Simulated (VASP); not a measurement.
# Ge (Imma) in VASP: a series of runs

The runs below take Ge through single point, with PBE.

Everything below comes from runs of VASP 6.6.1. Logs are shortened: lines on timing, memory, paths and dates and some standing lists are left out, and cuts for length are marked.

**1. The cell of the first run**

Symmetry: Imma, No. 74, orthorhombic system. Conventional cell: a = 3.951 Å, b = 4.196 Å, c = 5.646 Å, α = 90.00°, β = 90.00°, γ = 90.00°. Within 3.2 Å of Ge (site symmetry mm2) lie 4 Ge at 2.43 to 2.53 Å.

**2. Single point, PBE (engineering shear strain xy -0.0600, normal strain along z -0.0200)**

Input file INCAR:

```
PREC = Accurate
ENCUT = 520
EDIFF = 1E-7
ISMEAR = 0
SIGMA = 0.15
LREAL = F
LASPH = T
NELM = 80
ALGO = Normal
ISIF = 2
LWAVE = F
LCHARG = T
GGA = PE
LELF = T
LVHAR = T
NBANDS = 21
```

Input file KPOINTS:

```
regular mesh
0
Gamma
  14 14 14
```

Input file POSCAR:

```
Ge
1.0
   -0.0864160431      2.8805347716      2.8229240762
    2.8805347716     -0.0864160431      2.8229240762
    2.7941187285      2.7941187285      0.0000000000
Ge
2
Direct
    0.5000000000      0.5000000000      0.5000000000
    0.7500000000      0.7500000000      0.7500000000
```

Potentials or basis: VASP PAW PBE potentials, release 64 (Ge_d).

Run with:

```
cat potpaw_PBE.64/Ge_d/POTCAR > POTCAR
mpirun -np 1 vasp_std > vasp.out
```

OUTCAR:

```text
PREC = Accurate
   ENCUT = 520
   EDIFF = 1E-7
   ISMEAR = 0
   LREAL = F
   LASPH = T
   NELM = 80
   ISIF = 2
   GGA = PE

 ion  position               nearest neighbor table
   1  0.500  0.500  0.500-   2 2.43   2 2.43   2 2.53   2 2.53
   2  0.750  0.750  0.750-   1 2.43   1 2.43   1 2.53   1 2.53

  LATTYP: Found a body centered orthorhombic cell.
 ALAT       =     3.9514806007
 B/A-ratio  =     1.0618556701
 C/A-ratio  =     1.4287930836

  Lattice vectors:

 A1 = (   0.0864160431,  -2.8805347716,  -2.8229240762)
 A2 = (  -0.0864160431,   2.8805347716,  -2.8229240762)
 A3 = (   2.8805347716,  -0.0864160431,   2.8229240762)

Analysis of symmetry for initial positions (statically):
=====================================================================
 Subroutine PRICEL returns:
 Original cell was already a primitive cell.

 Routine SETGRP: Setting up the symmetry group for a
 body centered orthorhombic supercell.

 Subroutine GETGRP returns: Found  8 space group operations
 (whereof  4 operations were pure point group operations)
 out of a pool of  8 trial point group operations.

The static configuration has the point symmetry C_2v.
 The point group associated with its full space group is D_2h.

Analysis of symmetry for dynamics (positions and initial velocities):
=====================================================================
 Subroutine PRICEL returns:
 Original cell was already a primitive cell.

 Routine SETGRP: Setting up the symmetry group for a
 body centered orthorhombic supercell.

 Subroutine GETGRP returns: Found  8 space group operations
 (whereof  4 operations were pure point group operations)
 out of a pool of  8 trial point group operations.

The dynamic configuration has the point symmetry C_2v.
 The point group associated with its full space group is D_2h.

 Subroutine INISYM returns: Found  8 space group operations
 (whereof  4 operations are pure point group operations),
 and found     1 'primitive' translations

----------------------------------------------------------------------------------------

                                     Primitive cell

  volume of cell :      46.8042

  direct lattice vectors                    reciprocal lattice vectors
    -0.086416043  2.880534772  2.822924076    -0.168523185  0.168523185  0.177121306
     2.880534772 -0.086416043  2.822924076     0.168523185 -0.168523185  0.177121306
     2.794118728  2.794118728  0.000000000     0.178947299  0.178947299 -0.177121306

  length of vectors
     4.034085850  4.034085850  3.951480601     0.296937846  0.296937846  0.308895175

  position of ions in fractional coordinates (direct lattice)
     0.500000000  0.500000000  0.500000000
     0.750000000  0.750000000  0.750000000

  ion indices of the primitive-cell ions
   primitive index   ion index
                 1           1
                 2           2

----------------------------------------------------------------------------------------

 KPOINTS: regular mesh

Automatic generation of k-mesh.
 Grid dimensions read from file:
 generate k-points for:   14   14   14

 Generating k-lattice:

  Cartesian coordinates                     Fractional coordinates (reciprocal lattice)
    -0.012037370  0.012037370  0.012651522     0.071428571 -0.000000000  0.000000000
     0.012037370 -0.012037370  0.012651522    -0.000000000  0.071428571  0.000000000
     0.012781950  0.012781950 -0.012651522     0.000000000  0.000000000  0.071428571

  Length of vectors
     0.021209846  0.021209846  0.022063941

  Shift w.r.t. Gamma in fractional coordinates (k-lattice)
     0.000000000  0.000000000  0.000000000

 Subroutine IBZKPT returns following result:
 ===========================================

 Found    428 irreducible k-points:

 Following reciprocal coordinates:
            Coordinates               Weight
  0.000000  0.000000  0.000000      1.000000
  0.071429  0.000000  0.000000      4.000000
  0.142857  0.000000  0.000000      4.000000
  0.214286  0.000000  0.000000      4.000000
  0.285714  0.000000  0.000000      4.000000
  0.357143  0.000000  0.000000      4.000000
[... 16 lines left out ...]
  0.214286  0.142857  0.000000      4.000000
  0.285714  0.142857  0.000000      4.000000
 [... further k-points ...]
   k-points           NKPTS =    428   k-points in BZ     NKDIM =    428   number of bands    NBANDS=     21
   number of dos      NEDOS =    301   number of ions     NIONS =      2
   total plane-waves  NPLWV =  27000
   dimension x,y,z NGX =    30 NGY =   30 NGZ =   30
   dimension x,y,z NGXF=    60 NGYF=   60 NGZF=   60
   ions per type =               2
   NGX,Y,Z   is equivalent  to a cutoff of  12.36, 12.36, 12.62 a.u.
   NGXF,Y,Z  is equivalent  to a cutoff of  24.73, 24.73, 25.24 a.u.
 SYSTEM =  unknown system
   PREC   = accura    normal or accurate (medium, high low for compatibility)
   ISTART =      0    job   : 0-new  1-cont  2-samecut
   ICHARG =      2    charge: 1-file 2-atom 10-const
   ISPIN  =      1    spin polarized calculation?
   LNONCOLLINEAR =      F non collinear calculations
   LSORBIT =      F    spin-orbit coupling
   LASPH  =      T    aspherical Exc in radial PAW
   ENCUT  =  520.0 eV  38.22 Ry    6.18 a.u.   7.50  7.50  7.35*2*pi/ulx,y,z
   NELM   =     80;   NELMIN=  2; NELMDL= -5     # of ELM steps
   EDIFF  = 0.1E-06   stopping-criterion for ELM
   LREAL  =      F    real-space projection
   EDIFFG = 0.1E-05   stopping-criterion for IOM
   NSW    =      0    number of steps for IOM
   IBRION =     -1    ionic relax: 0-MD 1-quasi-New 2-CG
   NFREE  =      0    steps in history (QN), initial steepest desc. (CG)
   ISIF   =      2    stress and relaxation
   ISYM   =      2    0-nonsym 1-usesym 2-fastsym
   POTIM  = 0.5000    time-step for ionic-motion
   TEBEG  =    0.0;   TEEND  =   0.0 temperature during run
   PSTRESS=    0.0 pullay stress
   NELECT =      28.0000    total number of electrons
   NUPDOWN=      -1.0000    fix difference up-down
   EMIN   =  10.00;   EMAX   =-10.00  energy-range for DOS
   EFERMI =   0.00;   METHOD = LEGACY
   ISMEAR =     0;   SIGMA  =   0.15  broadening in eV -4-tet -1-fermi 0-gaus
   EFERMI_NEDOS =   21; number of points for ismear=-14 and -15
   IALGO  =     38    algorithm
   IMIX   =      4    mixing-type and parameters
     AMIX     =   0.40;   BMIX     =  1.00
     AMIX_MAG =   1.60;   BMIX_MAG =  1.00
  volume/ion in A,a.u.               =      23.40       157.93
  Fermi-wavevector in a.u.,A,eV,Ry     =   1.379429  2.606743 25.889500  1.902825
  Thomas-Fermi vector in A             =   2.504399
   LORBIT       =      0    0 simple, 1 ext, 2 COOP (PROOUT), +10 PAW based schemes
   GGA     = PE    functional components
   LHFCALC =     F    Hartree Fock is set to
   AEXX    =    0.0000 exact exchange contribution
   IVDW    =     0    specifies the selected vdW correction
   LEPSILON=     F    determine dielectric tensor
   LRPA    =     F    only Hartree local field effects (RPA)
 non-spin polarized calculation
 Gauss-broadening in eV      SIGMA  =   0.15
  energy-cutoff  :      520.00
  volume of cell :       46.80
 maximum number of plane-waves:      1283
   NGX = 15   NGY = 15   NGZ = 15

 number of electron      27.9999990 magnetization

 Free energy of the ion-electron system (eV)
  ---------------------------------------------------
  ext. energy  EPLUGINS =         0.00000000
  ---------------------------------------------------
  free energy    TOTEN  =        -8.99045285 eV

  energy without entropy =       -8.98954446  energy(sigma->0) =       -8.98999865

 E-fermi :   4.6468     XC(G=0):  -9.7699

 val. band max:        4.6112800669   @ k =   0.0000   0.0000   0.0000
 cond. band min:       4.6567978065   @ k =   0.0000   0.0000   0.0000
 fundamental gap:      0.0455177396
 Fermi energy:         4.6467582912

 k-point     1 :       0.0000    0.0000    0.0000
  band No.  band energies     occupation
      1     -20.1306      2.00000
      2     -20.1063      2.00000
      3     -20.0723      2.00000
      4     -20.0696      2.00000
      5     -20.0685      2.00000
      6     -19.9060      2.00000
[... 13 lines left out ...]
     20      13.9137      0.00000
     21      14.2595      0.00000

 k-point     2 :       0.0714    0.0000    0.0000
  band No.  band energies     occupation
      1     -20.1320      2.00000
      2     -20.1079      2.00000
      3     -20.0748      2.00000
      4     -20.0660      2.00000
      5     -20.0647      2.00000
      6     -19.9060      2.00000
[... 13 lines left out ...]
     20      13.6092      0.00000
     21      13.7821      0.00000

 k-point     3 :       0.1429    0.0000    0.0000
  band No.  band energies     occupation
      1     -20.1353      2.00000
      2     -20.1114      2.00000
      3     -20.0759      2.00000
      4     -20.0594      2.00000
      5     -20.0577      2.00000
      6     -19.9058      2.00000
[... 13 lines left out ...]
     20      13.2257      0.00000
     21      13.2545      0.00000

 k-point     4 :       0.2143    0.0000    0.0000
  band No.  band energies     occupation
      1     -20.1389      2.00000
      2     -20.1153      2.00000
      3     -20.0755      2.00000
      4     -20.0514      2.00000
      5     -20.0511      2.00000
      6     -19.9054      2.00000
[... 13 lines left out ...]
     20      13.1018      0.00000
     21      13.1432      0.00000

 k-point     5 :       0.2857    0.0000    0.0000
  band No.  band energies     occupation
      1     -20.1419      2.00000
      2     -20.1183      2.00000
      3     -20.0745      2.00000
      4     -20.0467      2.00000
      5     -20.0430      2.00000
      6     -19.9048      2.00000
[... 13 lines left out ...]
     20      13.2074      0.00000
     21      13.4863      0.00000
[... 382 lines left out ...]
     20      13.0494      0.00000
     21      13.4620      0.00000

 k-point    22 :       0.1429    0.1429    0.0000
  band No.  band energies     occupation
      1     -20.1350      2.00000
      2     -20.1108      2.00000
      3     -20.0813      2.00000
      4     -20.0579      2.00000
      5     -20.0468      2.00000
      6     -19.9056      2.00000
[... 13 lines left out ...]
     20      12.7146      0.00000
     21      14.2636      0.00000

 k-point    23 :       0.2143    0.1429    0.0000
  band No.  band energies     occupation
      1     -20.1376      2.00000
      2     -20.1119      2.00000
      3     -20.0840      2.00000
      4     -20.0513      2.00000
      5     -20.0376      2.00000
      6     -19.9164      2.00000
[... 13 lines left out ...]
     20      13.3483      0.00000
     21      14.3265      0.00000

 k-point    24 :       0.2857    0.1429    0.0000
  band No.  band energies     occupation
      1     -20.1406      2.00000
      2     -20.1150      2.00000
      3     -20.0826      2.00000
      4     -20.0431      2.00000
      5     -20.0307      2.00000
      6     -19.9243      2.00000
[... 13 lines left out ...]
     20      13.7927      0.00000
     21      14.5414      0.00000

 [... further k-points ...]

------------------------ aborting loop because EDIFF is reached ----------------------------------------

  FORCE on cell =-STRESS in cart. coord.  units (eV):
  Direction    XX          YY          ZZ          XY          YZ          ZX
  --------------------------------------------------------------------------------------
  -------------------------------------------------------------------------------------
  Total        0.3589735      0.3589735      0.6982556      1.3407385      0.0000000      0.0000000
  in kB       12.2882086     12.2882086     23.9023510     45.8955173      0.0000000      0.0000000
  external PRESSURE =      16.1595894 kB  Pullay stress =       0.0000000 kB

 VOLUME and BASIS-vectors are now :
 -----------------------------------------------------------------------------
  energy-cutoff  :      520.00
  volume of cell :       46.80
      direct lattice vectors                 reciprocal lattice vectors
    -0.086416043  2.880534772  2.822924076    -0.168523185  0.168523185  0.177121306
     2.880534772 -0.086416043  2.822924076     0.168523185 -0.168523185  0.177121306
     2.794118728  2.794118728  0.000000000     0.178947299  0.178947299 -0.177121306

 POSITION                                       TOTAL-FORCE (eV/Angst)
 -----------------------------------------------------------------------------------
      2.79412      2.79412      2.82292         0.000000      0.000000     -0.492529
      4.19118      4.19118      4.23439        -0.000000     -0.000000      0.492529
 -----------------------------------------------------------------------------------
    total drift:                                0.000000     -0.000000     -0.000000

  FREE ENERGIE OF THE ION-ELECTRON SYSTEM (eV)
  ---------------------------------------------------
  free  energy   TOTEN  =        -8.9904528496 eV

  energy  without entropy=       -8.9895444553  energy(sigma->0) =       -8.98999865
```

It took 3.1 min on 1 thread of Intel Xeon 6975P-C (Granite Rapids), shared host; peak memory 0.42 GiB.

What came out:

```
Free energy            : -8.9905 eV
Pressure               : 1.6 GPa
Largest force          : 0.493 eV/Å
Band gap on the k mesh : zero (bands 14 and 15 overlap by 0.15 eV)
```

Forces in eV/Å, atoms in the order of the input:
```
Ge   0.000  0.000 -0.493
Ge   0.000  0.000  0.493
```

Stress tensor (GPa, compression positive):
```
1.23 4.59 0.00
4.59 1.23 0.00
0.00 0.00 2.39
```

Levels at points of the mesh, in eV from the Fermi level:
```
           k point  band 11  band 12  band 13  band 14  band 15  band 16  band 17  band 18
(0.00, 0.00, 0.00)   -12.51    -0.34    -0.04     0.01     0.09     2.17     2.61     3.05
(0.50, 0.00, 0.00)   -10.69    -7.32    -1.29    -1.08     0.34     3.65     4.05     7.29
(0.50, 0.50, 0.00)    -9.00    -8.38    -3.28    -2.74     0.42     1.06     9.21     9.39
(0.00, 0.00, 0.50)   -10.30    -7.53    -1.50    -1.42    -0.14     3.39     4.01     7.03
(0.50, 0.00, 0.50)    -8.77    -8.77    -2.88    -2.88     0.87     0.87     9.01     9.01
```

Caveat: the cell differs from its parent crystal (engineering shear strain xy -0.0600, normal strain along z -0.0200); semilocal functionals underestimate gaps, and a narrow one can read as zero.

[end of part 1 of 2]

The gap in the log of VASP goes by the Fermi energy; the results here count the filled bands.